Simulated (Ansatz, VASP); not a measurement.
**Two plane-wave programs on Se**

INCAR

```
SYSTEM = Se
PREC = Accurate
ENCUT = 520
EDIFF = 1E-8
ISMEAR = -1
SIGMA = 0.03
LREAL = .False.
LASPH = .True.
NELM = 60
ALGO = Normal
ISIF = 2
LWAVE = .False.
LCHARG = .False.
GGA = CA
LEFG = .True.
NBANDS = 16
```

File KPOINTS:

```
regular mesh
0
Gamma
  8 8 6
  0 0 0
```

POSCAR

```
Se
1.0
    4.2245145873      0.0000000000      0.0000000000
   -2.1122572936      3.6585369512      0.0000000000
    0.0000000000      0.0000000000      4.9494500000
Se
3
Direct
    0.2170000000      0.0000000000      0.1666666667
    0.0000000000      0.2170000000      0.8333333333
    0.7830000000      0.7830000000      0.5000000000
```

Input for Ansatz:

```yaml
crystal:
  lattice:
    - [4.2245145873, 0.0, 0.0]
    - [-2.1122572936, 3.6585369512, 0.0]
    - [0.0, 0.0, 4.94945]
  atoms:
    - { symbol: Se, position: [0.217, 0.0, 0.1666666667] }
    - { symbol: Se, position: [0.0, 0.217, 0.8333333333] }
    - { symbol: Se, position: [0.783, 0.783, 0.5] }
kpoints:
  mp_grid: { grid: [8, 8, 6] }
scf:
  occupations: { method: fermi_dirac, width: 0.03 }
hamiltonian:
  xc: lda
  pseudopotentials: { kind: paw }
output:
  forces: true
  stress: true
  eigenvalues: true
  efg: { contact_densities: true }
  write_density: true
  write_potential: true
  elf: true
  volumetric_format: npy
```

Change from the starting cell: equal xx and yy strain of -3 %, PAW files.

Alike in both runs: task electric field gradients; functional LDA; k mesh 8 × 8 × 6; occupations fermi-dirac, width 0.03 eV; no spin polarisation.

|  | VASP | Ansatz |
| --- | --- | --- |
| version | VASP 6.6.1 | Ansatz 0.2.0 |
| potentials or method | VASP PAW LDA potentials, release 64 (Se) | PAW with Ansatz's default frozen-core files, scalar-relativistic |
| plane-wave cutoff (eV) | 520 | 420 |
| valence electrons in the cell | 18 | 48 |

VASP gave:

| Item | Value |
| --- | --- |
| pressure (GPa) | 5.1 |
| traceless stress, the component that is largest in VASP (GPa) | 2.68 |
| rms of the force components (eV/Å) | 0.955 |
| size of Vzz on the site where it differs most (V/Å²) | 464.4 |

Question: Estimate Ansatz's values.

Answer: Pressure (GPa): 4.7; traceless stress, the component that is largest in VASP (GPa): 2.51; rms of the force components (eV/Å): 0.912; size of Vzz on the site where it differs most (V/Å²): 480.6.

LDA's correlation is that of Perdew and Zunger in VASP and of Perdew and Wang (1992) in Ansatz. Atom by atom the forces differ by 0.043 eV/Å (rms over components). VASP's potentials hold 18 valence electrons a cell and Ansatz's 48, so a difference there can come from the potentials and not from the codes.
